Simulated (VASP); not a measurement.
# Hf (P6_3/mmc) in VASP: a series of runs, part 2 of 2

VASP 6.6.1. The steps go on from the part before.

### 4 Single point, PBE (volume scaled by 0.78)

INCAR reads:

```
SYSTEM = Hf
ALGO     = Normal         ! electronic algorithm
EDIFF    = 1E-6           ! SCF threshold, eV
ENCUT    = 520            ! plane-wave cutoff, eV
GGA      = PE             ! functional
ISIF     = 2              ! what is computed and relaxed
ISMEAR   = -1             ! smearing method
LASPH    = .TRUE.         ! aspherical terms in the spheres
LCHARG   = .TRUE.         ! write CHGCAR
LELF     = .TRUE.         ! ELF
LREAL    = .FALSE.        ! projectors in reciprocal space
LVHAR    = .TRUE.       
LWAVE    = .FALSE.        ! write WAVECAR
NBANDS   = 17             ! bands
NELM     = 100            ! most SCF steps
PREC     = Accurate       ! precision mode
SIGMA    = 0.05           ! smearing width, eV
```

KPOINTS reads:

```
k-points
0
G
  14 14 8
  0 0 0
```

POSCAR reads:

```
Hf
1.0
    2.9326328685      0.0000000000      0.0000000000
   -1.4663164342      2.5397345641      0.0000000000
    0.0000000000      0.0000000000      4.7169026920
Hf
2
Direct
    0.3333333333      0.6666666667      0.2500000000
    0.6666666667      0.3333333333      0.7500000000
```

Launch:

```sh
$ cat potpaw_PBE.64/Hf_pv/POTCAR > POTCAR
$ mpirun -np 1 vasp_std > vasp.out
```

Wall time 31 s (1 thread of Intel Xeon 6975P-C, shared host); peak memory 0.2 GiB.

It converged, with:

```yaml
Free_energy: -18.8343 eV
Pressure: 39.8 GPa
Band_gap_on_the_k_mesh: zero (band 10 reaches 8.02 eV, above the bottom of band 11 at 6.40 eV)
```

Stress tensor (GPa, compression positive):
```
39.92  0.00  0.00
 0.00 39.92  0.00
 0.00  0.00 39.63
```

Levels at points of the mesh, in eV from the Fermi level:
```csv
k point,band 7,band 8,band 9,band 10,band 11,band 12,band 13,band 14
"(0.00, 0.00, 0.00)",-8.16,-4.60,1.18,1.18,1.32,1.63,2.25,2.25
"(0.50, 0.00, 0.00)",-3.84,-3.80,-3.17,-0.12,0.77,1.09,2.07,7.76
"(0.00, 0.00, 0.50)",-5.76,-5.76,-0.04,-0.04,1.08,1.08,1.08,1.08
"(0.50, 0.00, 0.50)",-4.32,-4.32,-1.64,-1.64,2.28,2.28,3.26,3.26
```

Caveat: spin-orbit coupling is left out, which moves the levels of the heavy elements.

### 5 Single point, PBE (volume scaled by 0.78)

INCAR reads:

```
ALGO = Normal
EDIFF = 1E-6
ENCUT = 520
GGA = PE
ISIF = 2
ISMEAR = -1
LASPH = T
LCHARG = F
LREAL = F
LWAVE = F
NBANDS = 17
NELM = 100
PREC = Accurate
SIGMA = 0.05
```

KPOINTS reads:

```
k-points
0
Gamma
  14 14 8
```

POSCAR is that of step 4.

Potentials or basis: VASP PAW PBE potentials, release 64 (Hf_pv).

Launch:

```sh
$ cat potpaw_PBE.64/Hf_pv/POTCAR > POTCAR
$ mpirun -np 1 vasp_std > vasp.out
```

OUTCAR:

```text
EDIFF = 1E-6
   ENCUT = 520
   GGA = PE
   ISIF = 2
   ISMEAR = -1
   LASPH = T
   LREAL = F
   NELM = 100
   PREC = Accurate

 ion  position               nearest neighbor table
   1  0.333  0.667  0.250-   2 2.90   2 2.90   2 2.90   2 2.90   2 2.90   2 2.90
   2  0.667  0.333  0.750-   1 2.90   1 2.90   1 2.90   1 2.90   1 2.90   1 2.90

  LATTYP: Found a hexagonal cell.
 ALAT       =     2.9326328685
 C/A-ratio  =     1.6084190908

  Lattice vectors:

 A1 = (   2.9326328685,   0.0000000000,   0.0000000000)
 A2 = (  -1.4663164342,   2.5397345641,   0.0000000000)
 A3 = (   0.0000000000,   0.0000000000,   4.7169026920)

Analysis of symmetry for initial positions (statically):
=====================================================================
 Subroutine PRICEL returns:
 Original cell was already a primitive cell.

 Routine SETGRP: Setting up the symmetry group for a
 hexagonal supercell.

 Subroutine GETGRP returns: Found 24 space group operations
 (whereof 12 operations were pure point group operations)
 out of a pool of 24 trial point group operations.

The static configuration has the point symmetry D_3d.
 The point group associated with its full space group is D_6h.

Analysis of symmetry for dynamics (positions and initial velocities):
=====================================================================
 Subroutine PRICEL returns:
 Original cell was already a primitive cell.

 Routine SETGRP: Setting up the symmetry group for a
 hexagonal supercell.

 Subroutine GETGRP returns: Found 24 space group operations
 (whereof 12 operations were pure point group operations)
 out of a pool of 24 trial point group operations.

The dynamic configuration has the point symmetry D_3d.
 The point group associated with its full space group is D_6h.

 Subroutine INISYM returns: Found 24 space group operations
 (whereof 12 operations are pure point group operations),
 and found     1 'primitive' translations

----------------------------------------------------------------------------------------

                                     Primitive cell

  volume of cell :      35.1320

  direct lattice vectors                    reciprocal lattice vectors
     2.932632868  0.000000000  0.000000000     0.340990518  0.196870967  0.000000000
    -1.466316434  2.539734564  0.000000000     0.000000000  0.393741934  0.000000000
     0.000000000  0.000000000  4.716902692     0.000000000  0.000000000  0.212003525

  length of vectors
     2.932632868  2.932632868  4.716902692     0.393741934  0.393741934  0.212003525

  position of ions in fractional coordinates (direct lattice)
     0.333333333  0.666666667  0.250000000
     0.666666667  0.333333333  0.750000000

  ion indices of the primitive-cell ions
   primitive index   ion index
                 1           1
                 2           2

----------------------------------------------------------------------------------------

 KPOINTS: k-points

Automatic generation of k-mesh.
 Grid dimensions read from file:
 generate k-points for:   14   14    8

 Generating k-lattice:

  Cartesian coordinates                     Fractional coordinates (reciprocal lattice)
     0.024356466  0.014062212  0.000000000     0.071428571  0.000000000  0.000000000
     0.000000000  0.028124424  0.000000000     0.000000000  0.071428571  0.000000000
     0.000000000  0.000000000  0.026500441     0.000000000  0.000000000  0.125000000

  Length of vectors
     0.028124424  0.028124424  0.026500441

  Shift w.r.t. Gamma in fractional coordinates (k-lattice)
     0.000000000  0.000000000  0.000000000

 Subroutine IBZKPT returns following result:
 ===========================================

 Found    120 irreducible k-points:

 Following reciprocal coordinates:
            Coordinates               Weight
  0.000000  0.000000  0.000000      1.000000
  0.071429 -0.000000  0.000000      6.000000
  0.142857 -0.000000  0.000000      6.000000
  0.214286 -0.000000  0.000000      6.000000
  0.285714 -0.000000  0.000000      6.000000
  0.357143 -0.000000  0.000000      6.000000
[... 16 lines left out ...]
  0.285714  0.285714  0.000000      6.000000
  0.357143  0.285714  0.000000      6.000000
 [... further k-points ...]
   k-points           NKPTS =    120   k-points in BZ     NKDIM =    120   number of bands    NBANDS=     17
   number of dos      NEDOS =    301   number of ions     NIONS =      2
   total plane-waves  NPLWV =  20736
   dimension x,y,z NGX =    24 NGY =   24 NGZ =   36
   dimension x,y,z NGXF=    48 NGYF=   48 NGZF=   72
   ions per type =               2
   NGX,Y,Z   is equivalent  to a cutoff of  13.61, 13.61, 12.69 a.u.
   NGXF,Y,Z  is equivalent  to a cutoff of  27.21, 27.21, 25.38 a.u.
 SYSTEM =  unknown system
   PREC   = accura    normal or accurate (medium, high low for compatibility)
   ISTART =      0    job   : 0-new  1-cont  2-samecut
   ICHARG =      2    charge: 1-file 2-atom 10-const
   ISPIN  =      1    spin polarized calculation?
   LNONCOLLINEAR =      F non collinear calculations
   LSORBIT =      F    spin-orbit coupling
   LASPH  =      T    aspherical Exc in radial PAW
   ENCUT  =  520.0 eV  38.22 Ry    6.18 a.u.   5.45  5.45  8.77*2*pi/ulx,y,z
   NELM   =    100;   NELMIN=  2; NELMDL= -5     # of ELM steps
   EDIFF  = 0.1E-05   stopping-criterion for ELM
   LREAL  =      F    real-space projection
   EDIFFG = 0.1E-04   stopping-criterion for IOM
   NSW    =      0    number of steps for IOM
   IBRION =     -1    ionic relax: 0-MD 1-quasi-New 2-CG
   NFREE  =      0    steps in history (QN), initial steepest desc. (CG)
   ISIF   =      2    stress and relaxation
   ISYM   =      2    0-nonsym 1-usesym 2-fastsym
   POTIM  = 0.5000    time-step for ionic-motion
   TEBEG  =    0.0;   TEEND  =   0.0 temperature during run
   PSTRESS=    0.0 pullay stress
   NELECT =      20.0000    total number of electrons
   NUPDOWN=      -1.0000    fix difference up-down
   EMIN   =  10.00;   EMAX   =-10.00  energy-range for DOS
   EFERMI =   0.00;   METHOD = LEGACY
   ISMEAR =    -1;   SIGMA  =   0.05  broadening in eV -4-tet -1-fermi 0-gaus
   EFERMI_NEDOS =   21; number of points for ismear=-14 and -15
   IALGO  =     38    algorithm
   IMIX   =      4    mixing-type and parameters
     AMIX     =   0.40;   BMIX     =  1.00
     AMIX_MAG =   1.60;   BMIX_MAG =  1.00
  volume/ion in A,a.u.               =      17.57       118.54
  Fermi-wavevector in a.u.,A,eV,Ry     =   1.356804  2.563988 25.047205  1.840918
  Thomas-Fermi vector in A             =   2.483776
   LORBIT       =      0    0 simple, 1 ext, 2 COOP (PROOUT), +10 PAW based schemes
   GGA     = PE    functional components
   LHFCALC =     F    Hartree Fock is set to
   AEXX    =    0.0000 exact exchange contribution
   IVDW    =     0    specifies the selected vdW correction
   LEPSILON=     F    determine dielectric tensor
   LRPA    =     F    only Hartree local field effects (RPA)
 non-spin polarized calculation
  energy-cutoff  :      520.00
  volume of cell :       35.13
 maximum number of plane-waves:       972
 NGX is ok and might be reduce to    24
   NGX = 11   NGY = 11   NGZ = 17

 number of electron      20.0000001 magnetization

 Free energy of the ion-electron system (eV)
  ---------------------------------------------------
  ext. energy  EPLUGINS =         0.00000000
  ---------------------------------------------------
  free energy    TOTEN  =       -18.83434446 eV

  energy without entropy =      -18.82029408  energy(sigma->0) =      -18.82731927

 E-fermi :   6.7761     XC(G=0): -12.4374

 val. band max:        6.7554831191   @ k =   0.2143   0.1429   0.3750
 cond. band min:       6.7771227800   @ k =   0.3571   0.2143   0.2500
 fundamental gap:      0.0216396608
 Fermi energy:         6.7761041421

 k-point     1 :       0.0000    0.0000    0.0000
  band No.  band energies     occupation
      1     -24.3869      2.00000
      2     -22.8096      2.00000
      3     -22.8096      2.00000
      4     -22.5716      2.00000
      5     -22.5675      2.00000
      6     -22.5675      2.00000
[... 9 lines left out ...]
     16      10.0557      0.00000
     17      13.4882      0.00000
[... 441 lines left out ...]
 k-point    24 :       0.3571    0.2857    0.0000
  band No.  band energies     occupation
      1     -23.9014      2.00000
      2     -23.6174      2.00000
      3     -23.5962      2.00000
      4     -23.3599      2.00000
      5     -23.2654      2.00000
      6     -23.2137      2.00000
[... 9 lines left out ...]
     16      13.9166      0.00000
     17      14.6366      0.00000

 [... further k-points ...]

------------------------ aborting loop because EDIFF is reached ----------------------------------------

  FORCE on cell =-STRESS in cart. coord.  units (eV):
  Direction    XX          YY          ZZ          XY          YZ          ZX
  --------------------------------------------------------------------------------------
  -------------------------------------------------------------------------------------
  Total        8.7526872      8.7526872      8.6891935      0.0000000      0.0000000      0.0000000
  in kB      399.1618663    399.1618663    396.2662706      0.0000000      0.0000000      0.0000000
  external PRESSURE =     398.1966677 kB  Pullay stress =       0.0000000 kB

 VOLUME and BASIS-vectors are now :
 -----------------------------------------------------------------------------
  energy-cutoff  :      520.00
  volume of cell :       35.13
      direct lattice vectors                 reciprocal lattice vectors
     2.932632868  0.000000000  0.000000000     0.340990518  0.196870967  0.000000000
    -1.466316434  2.539734564  0.000000000     0.000000000  0.393741934  0.000000000
     0.000000000  0.000000000  4.716902692     0.000000000  0.000000000  0.212003525

 POSITION                                       TOTAL-FORCE (eV/Angst)
 -----------------------------------------------------------------------------------
     -0.00000      1.69316      1.17923        -0.000000      0.000000      0.000000
      1.46632      0.84658      3.53768         0.000000     -0.000000      0.000000
 -----------------------------------------------------------------------------------
    total drift:                                0.000000     -0.000000      0.000000

  FREE ENERGIE OF THE ION-ELECTRON SYSTEM (eV)
  ---------------------------------------------------
  free  energy   TOTEN  =       -18.8343444557 eV

  energy  without entropy=      -18.8202940771  energy(sigma->0) =      -18.82731927
```

OSZICAR:

```text
N       E                     dE             d eps       ncg     rms          rms(c)
DAV:   1     0.555184534526E+02    0.55518E+02   -0.11554E+04  4104   0.116E+03
DAV:   2    -0.175214964087E+02   -0.73040E+02   -0.71243E+02  5358   0.260E+02
DAV:   3    -0.193215758505E+02   -0.18001E+01   -0.17869E+01  4924   0.276E+01
DAV:   4    -0.193328814524E+02   -0.11306E-01   -0.11301E-01  5128   0.251E+00
DAV:   5    -0.193329547060E+02   -0.73254E-04   -0.73250E-04  4952   0.183E-01    0.765E+01
DAV:   6    -0.189754994871E+02    0.35746E+00   -0.25996E-01  4684   0.363E+00    0.456E+01
DAV:   7    -0.188394755386E+02    0.13602E+00   -0.45530E-01  4838   0.463E+00    0.194E+00
DAV:   8    -0.188342697456E+02    0.52058E-02   -0.27172E-02  4839   0.115E+00    0.165E-01
DAV:   9    -0.188343464749E+02   -0.76729E-04   -0.65854E-04  5312   0.180E-01    0.142E-01
DAV:  10    -0.188343436125E+02    0.28623E-05   -0.38496E-05  4741   0.450E-02    0.211E-01
DAV:  11    -0.188343444557E+02   -0.84319E-06   -0.67496E-06  4769   0.179E-02
   1 F= -.18834344E+02 E0= -.18827319E+02  d E =-.140504E-01
```

Run time: 42 s. Hardware: 1 thread of Intel Xeon 6975P-C, shared host; peak memory 0.2 GiB.

What came out:

```yaml
Free_energy: -18.8343 eV
Pressure: 39.8 GPa
Band_gap_on_the_k_mesh: zero (band 10 reaches 8.02 eV, above the bottom of band 11 at 6.40 eV)
```

Levels at points of the mesh, in eV from the Fermi level:
| k point | band 8 | band 9 | band 10 | band 11 | band 12 | band 13 |
| --- | --- | --- | --- | --- | --- | --- |
| (0.00, 0.00, 0.00) | -4.60 | 1.18 | 1.18 | 1.32 | 1.63 | 2.25 |
| (0.50, 0.00, 0.00) | -3.80 | -3.17 | -0.12 | 0.77 | 1.09 | 2.07 |
| (0.00, 0.00, 0.50) | -5.76 | -0.04 | -0.04 | 1.08 | 1.08 | 1.08 |
| (0.50, 0.00, 0.50) | -4.32 | -1.64 | -1.64 | 2.28 | 2.28 | 3.26 |

Caveat: spin-orbit coupling is left out, which moves the levels of the heavy elements.
